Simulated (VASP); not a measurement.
**InH3O3: electric field gradients with r2SCAN**

Crystal: InH3O3.

```xyz
28
Lattice="5.6493 3.2616 2.2806 -5.6493 3.2616 2.2806 0.0000 -6.5233 2.2806" Properties=species:S:1:pos:R:3 pbc="T T T"
In    0.0000   -3.2616    1.1403
In    2.8247    1.6308    1.1403
In   -2.8247    1.6308    1.1403
In    0.0000    0.0000    3.4209
H     3.1017    0.6504    3.5455
H    -3.1017   -0.6504    3.2963
H    -1.7750   -0.7421    1.6277
H     1.7750    0.7421    5.2140
H    -0.9876   -3.0114    3.5455
H     0.9876    3.0114    3.2963
H     0.2449    1.9083    1.6277
H    -0.2449   -1.9083    5.2140
H    -2.1141    2.3610    3.5455
H     2.1141   -2.3610    3.2963
H     1.5302   -1.1662    1.6277
H    -1.5302    1.1662    5.2140
O     3.7936    1.1056    3.0052
O    -3.7936   -1.1056    3.8366
O    -1.8065    0.0578    2.2160
O     1.8065   -0.0578    4.6258
O    -0.9393   -3.8382    3.0052
O     0.9393    3.8382    3.8366
O     0.9533    1.5356    2.2160
O    -0.9533   -1.5356    4.6258
O    -2.8543    2.7326    3.0052
O     2.8543   -2.7326    3.8366
O     0.8532   -1.5934    2.2160
O    -0.8532    1.5934    4.6258
```

- Program: VASP 6.6.1
- Task: electric field gradients
- Functional: r2SCAN
- Potentials or basis: VASP PAW PBE potentials, release 64 (In_d, H, O)
- Cutoff: 520 eV
- k mesh: 5 × 5 × 5
- Occupations: fermi-dirac, width 0.02 eV
- Spin: no spin polarisation
- Dipole correction: no
- Further INCAR settings: LREAL = Auto; ALGO = Normal; EDIFF = 1e-08; NBANDS = 88

- Pressure: 0.1 GPa
- Largest force: 0.025 eV/Å
- Band gap on the k mesh: 3.57 eV, indirect (least direct gap 3.67 eV)

Forces on the atoms (eV/Å):
```
In   0.000  0.000  0.000
In   0.000  0.000  0.000
In   0.000  0.000  0.000
In   0.000  0.000  0.000
H   -0.007  0.001  0.008
H    0.007 -0.001 -0.008
H    0.009 -0.010 -0.021
H   -0.009  0.010  0.021
H    0.004  0.006  0.008
H   -0.004 -0.006 -0.008
H   -0.013 -0.003 -0.021
H    0.013  0.003  0.021
H    0.003 -0.007  0.008
H   -0.003  0.007 -0.008
H    0.004  0.013 -0.021
H   -0.004 -0.013  0.021
O    0.019  0.012  0.001
O   -0.019 -0.012 -0.001
O   -0.006  0.010  0.005
O    0.006 -0.010 -0.005
O    0.001 -0.023  0.001
O   -0.001  0.023 -0.001
O    0.012  0.000  0.005
O   -0.012  0.000 -0.005
O   -0.020  0.010  0.001
O    0.020 -0.010 -0.001
O   -0.006 -0.010  0.005
O    0.006  0.010 -0.005
```

Stress tensor (GPa, compression positive):
```
0.12 0.00 0.00
0.00 0.12 0.00
0.00 0.00 0.20
```

Levels at points of the mesh, in eV from the valence-band top:
```tsv
k point	band 64	band 65	band 66	band 67	band 68	band 69	band 70	band 71	band 72	band 73
(0.00, 0.00, 0.00)	-0.30	-0.30	-0.17	-0.10	-0.10	3.57	7.92	7.92	8.16	8.62
```

Electric field gradients, principal values (V/Å²):
| atom | least | middle | greatest (by size) |
| --- | --- | --- | --- |
| 1 In | -15.030 | -27.713 | 42.744 |
| 2 In | -15.030 | -27.713 | 42.744 |
| 3 In | -15.030 | -27.713 | 42.744 |
| 4 In | 0.479 | 0.479 | -0.959 |
| 5 H | -15.232 | -16.984 | 32.216 |
| 6 H | -15.232 | -16.984 | 32.216 |
| 7 H | -13.802 | -16.000 | 29.803 |
| 8 H | -13.802 | -16.000 | 29.803 |
| 9 H | -15.232 | -16.984 | 32.216 |
| 10 H | -15.232 | -16.984 | 32.216 |
| 11 H | -13.802 | -16.000 | 29.803 |
| 12 H | -13.802 | -16.000 | 29.803 |
| 13 H | -15.232 | -16.984 | 32.216 |
| 14 H | -15.232 | -16.984 | 32.216 |
| 15 H | -13.802 | -16.000 | 29.803 |
| 16 H | -13.802 | -16.000 | 29.803 |
| 17 O | -4.694 | -81.497 | 86.191 |
| 18 O | -4.694 | -81.497 | 86.191 |
| 19 O | 6.238 | 72.998 | -79.236 |
| 20 O | 6.238 | 72.998 | -79.236 |
| 21 O | -4.694 | -81.497 | 86.191 |
| 22 O | -4.694 | -81.497 | 86.191 |
| 23 O | 6.238 | 72.998 | -79.236 |
| 24 O | 6.238 | 72.998 | -79.236 |
| 25 O | -4.694 | -81.497 | 86.191 |
| 26 O | -4.694 | -81.497 | 86.191 |
| 27 O | 6.238 | 72.998 | -79.236 |
| 28 O | 6.238 | 72.998 | -79.236 |

Run time: 83 min on 1 thread of Intel(R) Xeon(R) Platinum 8488C (Sapphire Rapids), with other jobs on the host, peak memory 0.62 GiB.

Caveat: without QUAD_EFG the Cq values of the log hold for a quadrupole moment of 1 mb, not for the nuclei; the PAW data sets were made with another functional, which shifts forces and pressure a little; spin-orbit coupling is left out, which moves the levels of the heavy elements. r2SCAN opens gaps a little over a GGA but as a rule still falls short of measured ones.
